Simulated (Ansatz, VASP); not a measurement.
One calculation of Zr2H3, two programs

```
CELL_PARAMETERS angstrom
-2.11912 2.11912 3.71868
2.11912 -2.11912 3.71868
2.11912 2.11912 -3.71868
ATOMIC_POSITIONS crystal
Zr 0.75000 0.25000 0.50000
Zr 0.25000 0.75000 0.50000
H 0.00000 0.00000 0.00000
H 0.50000 0.00000 0.50000
H 0.00000 0.50000 0.50000
```

Alike in both runs: task relaxation of cell and atoms; functional PBE; k mesh 12 × 12 × 12; occupations gaussian, width 0.1 eV; no spin polarisation.

|  | VASP | Ansatz |
| --- | --- | --- |
| version | VASP 6.6.1 | Ansatz 0.2.0 |
| potentials or method | VASP PAW PBE potentials, release 64 (Zr_sv, H), cutoff 600 eV | scalar-relativistic, plane waves, PAW |
| valence electrons in the cell | 27 | 27 |

VASP gave:

```
gap on the k mesh at the Fermi level, each at its own relaxed structure (eV) : none
relaxed volume (Å³/atom)                                                     : 13.36
relaxed cell length with the largest relative difference (Å)                 : 4.779
```

Estimate Ansatz's values.

gap on the k mesh at the Fermi level, each at its own relaxed structure (eV): none; relaxed volume (Å³/atom): 13.35; relaxed cell length with the largest relative difference (Å): 4.777.

A gap of «none» marks a metal or a gap that the smearing closes.
